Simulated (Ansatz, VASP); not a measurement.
## CoO: VASP beside Ansatz

```
Co O
1.0
     0.00000    2.17330    2.17330
     2.17330    0.00000    2.17330
     2.17330    2.17330    0.00000
Co O
1 1
Cartesian
  0.0000 0.0000 0.0000
  2.1733 2.1733 2.1733
```

Change from the starting cell: volume scaled by 1.06.

Alike in both runs: task single point; functional PBE; k mesh 15 × 15 × 15; occupations fermi-dirac, width 0.05 eV; collinear spin.

```csv
,VASP,Ansatz
version,VASP 6.6.1,Ansatz 0.2.0
potentials or method,"VASP PAW PBE potentials, release 64 (Co, O), cutoff 520 eV","all-electron LAPW, scalar-relativistic"
```

|  | VASP | Ansatz | Ansatz less VASP |
| --- | --- | --- | --- |
| pressure (GPa) | -10.9 | -9.0 | +1.86 |
| net moment per atom (μB) | 1.49 | 1.49 | 0.000 |
| size of the moment on the site where the two differ most (μB) | 2.61 | 2.64 | +0.026 |

Site moments also hang on the region over which each program counts them. Ansatz ran all-electron here, and VASP with PAW potentials.
